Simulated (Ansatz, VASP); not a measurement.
**One calculation of Sr7RuO8, two programs**

INCAR

```
SYSTEM = Sr7RuO8
PREC = Accurate
ENCUT = 600
EDIFF = 1E-6
ISMEAR = 0
SIGMA = 0.05
LREAL = .FALSE.
LASPH = .TRUE.
NELM = 200
ALGO = Normal
ISIF = 2
LWAVE = .FALSE.
LCHARG = .FALSE.
ISPIN = 2
MAGMOM = 3.29 0 0 0 0 0 0 0.02 0 0.08 0.1 0.1 0.1 0.1 0.08 0
LORBIT = 11
LMAXMIX = 4
LDAU = .TRUE.
LDAUTYPE = 2
LDAUL = 2 -1 -1
LDAUU = 2 0 0
LDAUJ = 0 0 0
LDAUPRINT = 1
GGA = PS
NBANDS = 84
GGA_COMPAT = .FALSE.
```

Contents of KPOINTS:

```
Automatic mesh
0
G
  3 3 3
  0 0 0
```

The input POSCAR:

```
Sr7RuO8
1.0
    0.0000000000      5.1613200000      5.1613200000
    5.1613200000      0.0000000000      5.1613200000
    5.1613200000      5.1613200000      0.0000000000
Ru Sr O
1 7 8
Direct
    0.0000000000      1.0000000000      1.0000000000
    0.0000000000      0.0000000000      0.5000000000
    0.0000000000      0.5000000000      0.0000000000
    0.0000000000      0.5000000000      0.5000000000
    0.5000000000      0.0000000000      0.0000000000
    0.5000000000      0.0000000000      0.5000000000
    0.5000000000      0.5000000000      0.0000000000
    0.5000000000      0.5000000000      0.5000000000
    0.2500000000      0.2500000000      0.2500000000
    0.2473853934      0.2473853934      0.7526146066
    0.2473853934      0.7526146066      0.2473853934
    0.2473853934      0.7526146066      0.7526146066
    0.7526146066      0.2473853934      0.2473853934
    0.7526146066      0.2473853934      0.7526146066
    0.7526146066      0.7526146066      0.2473853934
    0.7500000000      0.7500000000      0.7500000000
```

Input for Ansatz:

```yaml
crystal:
  lattice:
    - [0.0, 5.16132, 5.16132]
    - [5.16132, 0.0, 5.16132]
    - [5.16132, 5.16132, 0.0]
  atoms:
    - { symbol: Ru, position: [0.0, 1.0, 1.0], spin: 3.0 }
    - { symbol: Sr, position: [0.0, 0.0, 0.5] }
    - { symbol: Sr, position: [0.0, 0.5, 0.0] }
    - { symbol: Sr, position: [0.0, 0.5, 0.5] }
    - { symbol: Sr, position: [0.5, 0.0, 0.0] }
    - { symbol: Sr, position: [0.5, 0.0, 0.5] }
    - { symbol: Sr, position: [0.5, 0.5, 0.0] }
    - { symbol: Sr, position: [0.5, 0.5, 0.5] }
    - { symbol: O, position: [0.25, 0.25, 0.25] }
    - { symbol: O, position: [0.2473853934, 0.2473853934, 0.7526146066] }
    - { symbol: O, position: [0.2473853934, 0.7526146066, 0.2473853934] }
    - { symbol: O, position: [0.2473853934, 0.7526146066, 0.7526146066] }
    - { symbol: O, position: [0.7526146066, 0.2473853934, 0.2473853934] }
    - { symbol: O, position: [0.7526146066, 0.2473853934, 0.7526146066] }
    - { symbol: O, position: [0.7526146066, 0.7526146066, 0.2473853934] }
    - { symbol: O, position: [0.75, 0.75, 0.75] }
basis:
  ecutwfc: 420
  ecutrho_ratio: 4
kpoints:
  mp_grid: { grid: [3, 3, 3] }
hamiltonian:
  xc: pbesol
  hubbard:
    sites:
      - { site: 0, l: d, u_eff: 2.0, starting_ns: [{ spin: up, occupation_matrix: s0up }, { spin: down, occupation_matrix: s0down }] }
    occupation_matrices:
      s0up:
        matrix:
          - [0.97, 0.0, 0.0, 0.0, 0.0]
          - [0.0, 0.97, 0.0, 0.0, 0.0]
          - [0.0, 0.0, 0.97, 0.0, 0.0]
          - [0.0, 0.0, 0.0, 0.97, 0.0]
          - [0.0, 0.0, 0.0, 0.0, 0.97]
      s0down:
        matrix:
          - [0.07097, -0.1326, 0.11562, -0.12197, 0.00105]
          - [-0.1326, 0.45094, -0.44163, 0.08975, -0.05485]
          - [0.11562, -0.44163, 0.51294, 0.09591, 0.08774]
          - [-0.12197, 0.08975, 0.09591, 0.91353, 0.13537]
          - [0.00105, -0.05485, 0.08774, 0.13537, 0.05161]
    ns_hold: until_converged
scf:
  occupations: { method: gaussian, width: 0.05 }
  lower_state_search: "off"
  max_iter: 150
output:
  forces: true
  stress: true
  eigenvalues: true
  populations: true
  hubbard: { sites: [{ site: 0, l: d }] }
magnetization:
  spin_polarized: true
```

Alike in both runs: task single point; functional PBEsol; k mesh 3 × 3 × 3; occupations gaussian, width 0.05 eV; collinear spin; Hubbard terms Ru d U = 2.0 eV.

|  | VASP | Ansatz |
| --- | --- | --- |
| version | VASP 6.6.1 | Ansatz 0.2.0 |
| potentials or method | VASP PAW PBE potentials, release 64 (Ru_pv, Sr_sv, O), cutoff 600 eV | scalar-relativistic, plane waves, PAW |
| valence electrons in the cell | 132 | 134 |

Ansatz gave:

```
pressure (GPa)                                                : -5.4
traceless stress, the component that is largest in VASP (GPa) : 0.25
rms of the force components (eV/Å)                            : 0.042
net moment per atom (μB)                                      : 0.25
size of the moment on the site where the two differ most (μB) : 2.99
```

Task: Which values does VASP return?

Result: Pressure (GPa): -5.2; traceless stress, the component that is largest in VASP (GPa): 0.15; rms of the force components (eV/Å): 0.027; net moment per atom (μB): 0.25; size of the moment on the site where the two differ most (μB): 3.27.

VASP's potentials were made for PBE, not for PBEsol. Site moments also hang on the region over which each program counts them. The programs project onto different local orbitals, so the same U acts differently, and such runs can settle in different states. Atom by atom the forces differ by 0.033 eV/Å (rms over components). VASP's potentials hold 132 valence electrons a cell and Ansatz's 134, so a difference there can come from the potentials and not from the codes. Ansatz's warnings: specified occupation not kept, symmetry narrowed by occupation matrices.
